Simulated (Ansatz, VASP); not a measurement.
BeS: VASP beside Ansatz

POSCAR

```
BeS
1.0
    0.0000000000      2.4249991143      2.4249991143
    2.4249991143      0.0000000000      2.4249991143
    2.4249991143      2.4249991143      0.0000000000
Be S
1 1
Direct
    0.0000000000      0.0000000000      0.0000000000
    0.7500000000      0.7500000000      0.7500000000
```

The input INCAR.step1:

```
SYSTEM = BeS
PREC = Accurate ; ENCUT = 520
EDIFF = 1E-5 ; ISMEAR = 0
SIGMA = 0.05 ; LREAL = .FALSE.
LASPH = .TRUE. ; NELM = 60
ALGO = Normal ; ISIF = 2
LWAVE = .TRUE. ; GGA = PE
NBANDS = 11
```

The input INCAR.step2:

```
SYSTEM = BeS
PREC = Accurate ; ENCUT = 520
EDIFF = 1E-7 ; ISMEAR = 0
SIGMA = 0.05 ; LREAL = .FALSE.
LASPH = .TRUE. ; NELM = 60
ALGO = Normal ; ISIF = 2
LWAVE = .FALSE. ; LCHARG = .TRUE.
GGA = PE ; LHFCALC = .TRUE.
AEXX = 1.0 ; ALDAC = 0.0
AGGAC = 0.0 ; PRECFOCK = Normal
LELF = .TRUE. ; LVHAR = .TRUE.
ISTART = 1 ; NBANDS = 11
```

Contents of KPOINTS:

```
regular mesh
0
G
  4 4 4
  0 0 0
```

Input for Ansatz:

```yaml
crystal:
  lattice:
    - [0.0, 2.4249991143, 2.4249991143]
    - [2.4249991143, 0.0, 2.4249991143]
    - [2.4249991143, 2.4249991143, 0.0]
  atoms:
    - { symbol: Be, position: [0.0, 0.0, 0.0] }
    - { symbol: S, position: [0.75, 0.75, 0.75] }
basis:
  ecutwfc: 420
  ecutrho_ratio: 4
kpoints:
  mp_grid: { grid: [4, 4, 4] }
hamiltonian:
  xc: hf
scf:
  occupations: { method: gaussian, width: 0.05 }
  n_extra_bands: 9
output:
  forces: true
  stress: true
  eigenvalues: true
  populations: true
  dos: { projected: true, de: 0.02 }
  write_density: true
  write_potential: true
  elf: true
  volumetric_format: npy
```

Alike in both runs: task single point; functional HF; k mesh 4 × 4 × 4; occupations gaussian, width 0.05 eV; no spin polarisation.

```csv
,VASP,Ansatz
version,VASP 6.6.1,Ansatz 0.2.0
potentials or method,"VASP PAW PBE potentials, release 64 (Be, S), cutoff 520 eV","scalar-relativistic, plane waves, PAW"
valence electrons in the cell,8,8
```

|  | VASP | Ansatz | Ansatz less VASP |
| --- | --- | --- | --- |
| gap on the k mesh at the Fermi level (eV) | 10.63 | 10.52 | -0.109 |
| least direct gap on the mesh (eV) | 14.08 | 14.01 | -0.074 |
| pressure (GPa) | 5.5 | 6.7 | +1.19 |

VASP's potentials were made for PBE, not for HF. With one functional, cell and mesh, what is left measures potentials, basis and numerics. Ansatz's warnings: stress exchange threshold loose, stress scf threshold loose.

The k mesh is coarse, so the values compare programs but aren't converged.
